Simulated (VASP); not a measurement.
# Si (P1) in VASP: single point with PBEsol

Aim: the single point of Si with PBEsol.

Everything below comes from runs of VASP 6.6.1. Logs are shortened: lines on timing, memory, paths and dates and some standing lists are left out, and cuts for length are marked.

## (1) The cell of the first run

The typed cell holds 64 atoms: a = 10.866 Å, b = 10.866 Å, c = 10.866 Å, α = 90.00°, β = 90.00°, γ = 90.00°.

## (2) Single point, PBEsol

Contents of INCAR:

```
SYSTEM = Si
PREC = Accurate
ENCUT = 520
EDIFF = 1E-6
ISMEAR = -1
SIGMA = 0.05
LREAL = Auto
LASPH = .True.
NELM = 80
ALGO = Normal
ISIF = 2
LWAVE = .False.
LCHARG = .False.
GGA = PS
NBANDS = 166
```

Contents of KPOINTS:

```
Automatic mesh
0
Gamma
  1 1 1
  0.5 0.5 0.5
```

Contents of POSCAR:

```
Si
1.0
   10.8655790000      0.0000000000      0.0000000000
    0.0000000000     10.8655790000      0.0000000000
    0.0000000000      0.0000000000     10.8655790000
Si
64
Direct
    0.9898330000      0.0007530000      0.0058730000
    0.0200820000      0.0216270000      0.4959500000
    0.9935810000      0.5138800000      0.9947300000
    0.9823850000      0.4810040000      0.4972630000
    0.5145510000      0.0170380000      0.9929810000
    0.5009260000      0.9702710000      0.5147540000
    0.5208110000      0.4863710000      0.9922300000
    0.4956030000      0.5046470000      0.4864890000
    0.1364350000      0.1107190000      0.1030640000
    0.1309500000      0.1365520000      0.5894040000
    0.1379760000      0.6305670000      0.1061170000
    0.1336520000      0.6544320000      0.6341710000
    0.6263260000      0.1114760000      0.1342070000
    0.6342540000      0.1059470000      0.6127920000
    0.6261370000      0.6420710000      0.1385250000
    0.6438980000      0.6182380000      0.6228870000
    0.2462210000      0.2469200000      0.9916350000
    0.2535020000      0.2587790000      0.4938940000
    0.2495170000      0.7510220000      0.9979440000
    0.2563780000      0.7686870000      0.4979200000
    0.7404930000      0.2333720000      0.9957310000
    0.7521630000      0.2616360000      0.4937690000
    0.7712950000      0.7394340000      0.9716590000
    0.7432340000      0.7593500000      0.4828420000
    0.3480550000      0.3593570000      0.1332050000
    0.3583110000      0.3696110000      0.6362040000
    0.3776540000      0.8978560000      0.1345090000
    0.3653040000      0.8678840000      0.6197650000
    0.8713640000      0.3800730000      0.1276670000
    0.8860180000      0.3799250000      0.6123800000
    0.8737650000      0.8813460000      0.1381690000
    0.9034720000      0.8807850000      0.6233160000
    0.2692780000      0.9759570000      0.2512820000
    0.2767500000      0.9996770000      0.7386450000
    0.2471790000      0.5048590000      0.2511890000
    0.2458790000      0.4863420000      0.7316930000
    0.7844500000      0.9873050000      0.2269930000
    0.7291280000      0.0087660000      0.7561950000
    0.7392900000      0.5071990000      0.2607040000
    0.7502780000      0.4924660000      0.7511100000
    0.3557500000      0.1411250000      0.3590490000
    0.3926920000      0.1168340000      0.8428810000
    0.3615760000      0.6151120000      0.3649650000
    0.3707560000      0.6308700000      0.8829220000
    0.8949260000      0.1362890000      0.3783910000
    0.8871820000      0.1271340000      0.8863240000
    0.8755550000      0.6225290000      0.3839950000
    0.8909770000      0.6210230000      0.8703140000
    0.9944600000      0.2619120000      0.2514610000
    0.9995740000      0.2583550000      0.7530980000
    0.0027630000      0.7301030000      0.2181830000
    0.9795510000      0.7606700000      0.7466990000
    0.5179410000      0.2515430000      0.2615760000
    0.5060100000      0.2411790000      0.7459460000
    0.4912000000      0.7354760000      0.2428920000
    0.4994140000      0.7495660000      0.7353170000
    0.1191660000      0.3678980000      0.3823950000
    0.1165970000      0.3858430000      0.8574010000
    0.1120610000      0.8922540000      0.3986150000
    0.1243430000      0.8818140000      0.8745510000
    0.6278680000      0.3577200000      0.3774360000
    0.6305660000      0.3666570000      0.8804350000
    0.6369930000      0.8517640000      0.3799190000
    0.6227580000      0.8648530000      0.8896690000
```

Potentials or basis: VASP PAW PBE potentials, release 64 (Si).

Run with:

```bash
$ cat potpaw_PBE.64/Si/POTCAR > POTCAR
$ mpirun -np 1 vasp_std > vasp.out
```

OUTCAR:

```text
SYSTEM = Si
   PREC = Accurate
   ENCUT = 520
   EDIFF = 1E-6
   ISMEAR = -1
   LREAL = Auto
   LASPH = .True.
   NELM = 80
   ISIF = 2
   GGA = PS

 ion  position               nearest neighbor table
   1  0.990  0.001  0.006-  46 2.19   9 2.25  31 2.31  60 2.42
   2  0.020  0.022  0.496-  10 2.01  59 2.02  45 2.24  32 2.42
   3  0.994  0.514  0.995-  48 2.10  11 2.35  58 2.44  29 2.44
   4  0.982  0.481  0.497-  30 1.97  47 2.29  57 2.30  12 2.91
   5  0.515  0.017  0.993-  13 2.21  64 2.32  42 2.36  27 2.50
   6  0.501  0.970  0.515-  28 2.17  14 2.33  63 2.45  41 2.97
[... 56 lines left out ...]
  63  0.637  0.852  0.380-  24 1.90   6 2.45  55 2.51  37 2.74
  64  0.623  0.865  0.890-  23 2.29   5 2.32  38 2.43  56 2.49

  LATTYP: Found a simple cubic cell.
 ALAT       =    10.8655790000

  Lattice vectors:

 A1 = (  10.8655790000,   0.0000000000,   0.0000000000)
 A2 = (   0.0000000000,  10.8655790000,   0.0000000000)
 A3 = (   0.0000000000,   0.0000000000,  10.8655790000)

Analysis of symmetry for initial positions (statically):
=====================================================================
 Subroutine PRICEL returns:
 Original cell was already a primitive cell.

 Routine SETGRP: Setting up the symmetry group for a
 simple cubic supercell.

 Subroutine GETGRP returns: Found  1 space group operations
 (whereof  1 operations were pure point group operations)
 out of a pool of 48 trial point group operations.

The static configuration has the point symmetry C_1 .

Analysis of symmetry for dynamics (positions and initial velocities):
=====================================================================
 Subroutine PRICEL returns:
 Original cell was already a primitive cell.

 Routine SETGRP: Setting up the symmetry group for a
 simple cubic supercell.

 Subroutine GETGRP returns: Found  1 space group operations
 (whereof  1 operations were pure point group operations)
 out of a pool of 48 trial point group operations.

The dynamic configuration has the point symmetry C_1 .

 Subroutine INISYM returns: Found  1 space group operations
 (whereof  1 operations are pure point group operations),
 and found     1 'primitive' translations

----------------------------------------------------------------------------------------

                                     Primitive cell

  volume of cell :    1282.7990

  direct lattice vectors                    reciprocal lattice vectors
    10.865579000  0.000000000  0.000000000     0.092033752  0.000000000  0.000000000
     0.000000000 10.865579000  0.000000000     0.000000000  0.092033752  0.000000000
     0.000000000  0.000000000 10.865579000     0.000000000  0.000000000  0.092033752

  length of vectors
    10.865579000 10.865579000 10.865579000     0.092033752  0.092033752  0.092033752

  position of ions in fractional coordinates (direct lattice)
     0.989833000  0.000753000  0.005873000
     0.020082000  0.021627000  0.495950000
     0.993581000  0.513880000  0.994730000
     0.982385000  0.481004000  0.497263000
     0.514551000  0.017038000  0.992981000
     0.500926000  0.970271000  0.514754000
[... 56 lines left out ...]
     0.636993000  0.851764000  0.379919000
     0.622758000  0.864853000  0.889669000

  ion indices of the primitive-cell ions
   primitive index   ion index
                 1           1
                 2           2
                 3           3
                 4           4
                 5           5
                 6           6
[... 56 lines left out ...]
                63          63
                64          64

----------------------------------------------------------------------------------------

 KPOINTS: Automatic mesh

Automatic generation of k-mesh.
 Grid dimensions read from file:
 generate k-points for:    1    1    1

 Generating k-lattice:

  Cartesian coordinates                     Fractional coordinates (reciprocal lattice)
     0.092033752  0.000000000  0.000000000     1.000000000  0.000000000  0.000000000
     0.000000000  0.092033752  0.000000000     0.000000000  1.000000000  0.000000000
     0.000000000  0.000000000  0.092033752     0.000000000  0.000000000  1.000000000

  Length of vectors
     0.092033752  0.092033752  0.092033752

  Shift w.r.t. Gamma in fractional coordinates (k-lattice)
     0.500000000  0.500000000  0.500000000

 Subroutine IBZKPT returns following result:
 ===========================================

 Found      1 irreducible k-points:

 Following reciprocal coordinates:
            Coordinates               Weight
  0.500000  0.500000  0.500000      1.000000
   k-points           NKPTS =      1   k-points in BZ     NKDIM =      1   number of bands    NBANDS=    166
   number of dos      NEDOS =    301   number of ions     NIONS =     64
   total plane-waves  NPLWV = 592704
   dimension x,y,z NGX =    84 NGY =   84 NGZ =   84
   dimension x,y,z NGXF=   168 NGYF=  168 NGZF=  168
   ions per type =              64
   NGX,Y,Z   is equivalent  to a cutoff of  12.85, 12.85, 12.85 a.u.
   NGXF,Y,Z  is equivalent  to a cutoff of  25.70, 25.70, 25.70 a.u.
 SYSTEM =  Si
   PREC   = accura    normal or accurate (medium, high low for compatibility)
   ISTART =      0    job   : 0-new  1-cont  2-samecut
   ICHARG =      2    charge: 1-file 2-atom 10-const
   ISPIN  =      1    spin polarized calculation?
   LNONCOLLINEAR =      F non collinear calculations
   LSORBIT =      F    spin-orbit coupling
   LASPH  =      T    aspherical Exc in radial PAW
   ENCUT  =  520.0 eV  38.22 Ry    6.18 a.u.  20.20 20.20 20.20*2*pi/ulx,y,z
   NELM   =     80;   NELMIN=  2; NELMDL= -5     # of ELM steps
   EDIFF  = 0.1E-05   stopping-criterion for ELM
   LREAL  =      T    real-space projection
   EDIFFG = 0.1E-04   stopping-criterion for IOM
   NSW    =      0    number of steps for IOM
   IBRION =     -1    ionic relax: 0-MD 1-quasi-New 2-CG
   NFREE  =      0    steps in history (QN), initial steepest desc. (CG)
   ISIF   =      2    stress and relaxation
   ISYM   =      2    0-nonsym 1-usesym 2-fastsym
   POTIM  = 0.5000    time-step for ionic-motion
   TEBEG  =    0.0;   TEEND  =   0.0 temperature during run
   PSTRESS=    0.0 pullay stress
   NELECT =     256.0000    total number of electrons
   NUPDOWN=      -1.0000    fix difference up-down
   EMIN   =  10.00;   EMAX   =-10.00  energy-range for DOS
   EFERMI =   0.00;   METHOD = LEGACY
   ISMEAR =    -1;   SIGMA  =   0.05  broadening in eV -4-tet -1-fermi 0-gaus
   EFERMI_NEDOS =   21; number of points for ismear=-14 and -15
   IALGO  =     38    algorithm
   IMIX   =      4    mixing-type and parameters
     AMIX     =   0.40;   BMIX     =  1.00
     AMIX_MAG =   1.60;   BMIX_MAG =  1.00
  volume/ion in A,a.u.               =      20.04       135.26
  Fermi-wavevector in a.u.,A,eV,Ry     =   0.956684  1.807871 12.452660  0.915245
  Thomas-Fermi vector in A             =   2.085634
   LORBIT       =      0    0 simple, 1 ext, 2 COOP (PROOUT), +10 PAW based schemes
   GGA     = PS    functional components
   LHFCALC =     F    Hartree Fock is set to
   AEXX    =    0.0000 exact exchange contribution
   IVDW    =     0    specifies the selected vdW correction
   LEPSILON=     F    determine dielectric tensor
   LRPA    =     F    only Hartree local field effects (RPA)
 non-spin polarized calculation
  energy-cutoff  :      520.00
  volume of cell :     1282.80
 maximum number of plane-waves:     34584
 NGX is ok and might be reduce to    80
   NGX = 41   NGY = 41   NGZ = 41

 number of electron     255.9999997 magnetization

 Free energy of the ion-electron system (eV)
  ---------------------------------------------------
  ext. energy  EPLUGINS =         0.00000000
  ---------------------------------------------------
  free energy    TOTEN  =      -334.47637875 eV

  energy without entropy =     -334.45104587  energy(sigma->0) =     -334.46371231

 E-fermi :   6.0855     XC(G=0):  -9.5361

 val. band max:        5.8839626800   @ k =   0.5000   0.5000   0.5000
 cond. band min:       6.2760929004   @ k =   0.5000   0.5000   0.5000
 fundamental gap:      0.3921302204
 Fermi energy:         6.0855104420

 k-point     1 :       0.5000    0.5000    0.5000
  band No.  band energies     occupation
      1      -6.0691      2.00000
      2      -5.8786      2.00000
      3      -5.7601      2.00000
      4      -5.7035      2.00000
      5      -5.6236      2.00000
      6      -5.6072      2.00000
[... 132 lines left out ...]
    139       6.9152      0.00000
    140       6.9504      0.00000
 [bands above 140 left out]

------------------------ aborting loop because EDIFF is reached ----------------------------------------

  FORCE on cell =-STRESS in cart. coord.  units (eV):
  Direction    XX          YY          ZZ          XY          YZ          ZX
  --------------------------------------------------------------------------------------
  -------------------------------------------------------------------------------------
  Total       46.2169972     50.5353008     48.2274135    -18.1283512      8.8445273     -4.4935015
  in kB       57.7236369     63.1170680     60.2345863    -22.6417645     11.0465481     -5.6122479
  external PRESSURE =      60.3584304 kB  Pullay stress =       0.0000000 kB

 VOLUME and BASIS-vectors are now :
 -----------------------------------------------------------------------------
  energy-cutoff  :      520.00
  volume of cell :     1282.80
      direct lattice vectors                 reciprocal lattice vectors
    10.865579000  0.000000000  0.000000000     0.092033752  0.000000000  0.000000000
     0.000000000 10.865579000  0.000000000     0.000000000  0.092033752  0.000000000
     0.000000000  0.000000000 10.865579000     0.000000000  0.000000000  0.092033752

 POSITION                                       TOTAL-FORCE (eV/Angst)
 -----------------------------------------------------------------------------------
     10.75511      0.00818      0.06381         1.473564     -1.066430     -0.084014
      0.21820      0.23499      5.38878        -5.091773     -0.957274      0.794615
     10.79583      5.58360     10.80832         2.129039     -2.662022      1.758533
     10.67418      5.22639      5.40305         4.598889      4.955013     -2.965871
      5.59089      0.18513     10.78931        -1.675217     -1.692119      0.141175
      5.44285     10.54256      5.59310         1.284558      1.857923     -2.608044
[... 56 lines left out ...]
      6.92130      9.25491      4.12804        -6.191458      5.420377     -6.180478
      6.76663      9.39713      9.66677        -0.161993      0.324531     -1.989993
 -----------------------------------------------------------------------------------
    total drift:                                0.000746     -0.008111      0.018473

  FREE ENERGIE OF THE ION-ELECTRON SYSTEM (eV)
  ---------------------------------------------------
  free  energy   TOTEN  =      -334.4763787481 eV

  energy  without entropy=     -334.4510458670  energy(sigma->0) =     -334.46371231
```

Wall time 6.7 min (1 thread of Intel Xeon Platinum 8259CL at 2.50GHz (Skylake/Cascade Lake), shared host); peak memory 1.1 GiB.

Results:

- Free energy: -334.4764 eV
- Pressure: 6.0 GPa
- Largest force: 16.325 eV/Å

Forces on the atoms (eV/Å):
```
Si    1.474  -1.066  -0.084
Si   -5.092  -0.957   0.795
Si    2.129  -2.662   1.759
Si    4.599   4.955  -2.966
Si   -1.675  -1.692   0.141
Si    1.285   1.858  -2.608
Si   -3.083   2.609   2.656
Si    0.489  -1.280   1.675
Si   -0.290   0.340   2.271
Si    2.131   1.725   6.206
Si   -0.574  -2.213   0.993
Si   -0.558  -1.964  -0.480
Si    1.280   0.944   0.431
Si   -1.355   2.420  -0.957
Si    2.223  -2.634  -3.417
Si   -1.938   1.024  -0.876
Si    0.065  -0.303  -1.991
Si    0.752   0.712  -0.488
Si    1.204   2.967  -0.385
Si   -2.590  -2.664  -2.268
Si    1.517   0.737   1.535
Si    1.649  -2.946   1.630
Si   -2.224   1.974   3.951
Si    6.964  -4.744   6.738
Si    3.243   0.598  -0.041
Si    4.490  -1.769  -2.694
Si    4.993  -4.770  -5.938
Si    2.607  -0.373   1.881
Si   -1.266   0.469  -0.689
Si   -4.263  -3.453   5.177
Si    7.527 -10.459  -9.181
Si   -4.392   3.116  -2.913
Si   -6.516   4.914   4.980
Si   -4.666  -0.147  -0.395
Si   -2.602  -1.911  -1.266
Si   -2.049   4.980   2.805
Si   -8.953   9.556   9.749
Si    3.400  -1.736   1.700
Si    0.776  -0.511  -0.289
Si    1.267  -0.327   0.057
Si    2.383  -1.570   0.112
Si   -0.564   0.849   4.338
Si    1.621   2.396   1.707
Si    1.795  -1.994  -1.942
Si   -2.473  -0.442  -0.899
Si   -2.008   0.391  -1.989
Si   -0.019   0.241  -1.749
Si   -1.799  -0.504  -2.804
Si    1.886  -0.888  -1.609
Si   -0.245  -1.643  -1.913
Si   -1.299   1.594   3.546
Si    4.088  -1.775   2.142
Si   -3.670  -2.379  -2.664
Si    1.670   1.938  -2.170
Si   -1.176   2.651   1.513
Si    0.260  -0.851   1.547
Si    0.044   1.724  -1.243
Si    0.567   0.091   2.283
Si    3.211  -4.349  -4.908
Si   -0.066   0.060  -0.523
Si   -0.197   4.487   0.429
Si    0.371  -1.087  -2.235
Si   -6.191   5.420  -6.180
Si   -0.162   0.325  -1.990
```

Stress tensor (GPa, compression positive):
```
 5.77 -2.26 -0.56
-2.26  6.31  1.10
-0.56  1.10  6.02
```

Levels at points of the mesh, in eV from the Fermi level:
| k point | band 125 | band 126 | band 127 | band 128 | band 129 | band 130 | band 131 | band 132 |
| --- | --- | --- | --- | --- | --- | --- | --- | --- |
| (0.50, 0.50, 0.50) | -0.52 | -0.42 | -0.25 | -0.20 | 0.19 | 0.33 | 0.36 | 0.41 |

Caveat: the k points lie up to 0.58 Å⁻¹ apart; the PAW data sets were made with another functional, which shifts forces and pressure a little.
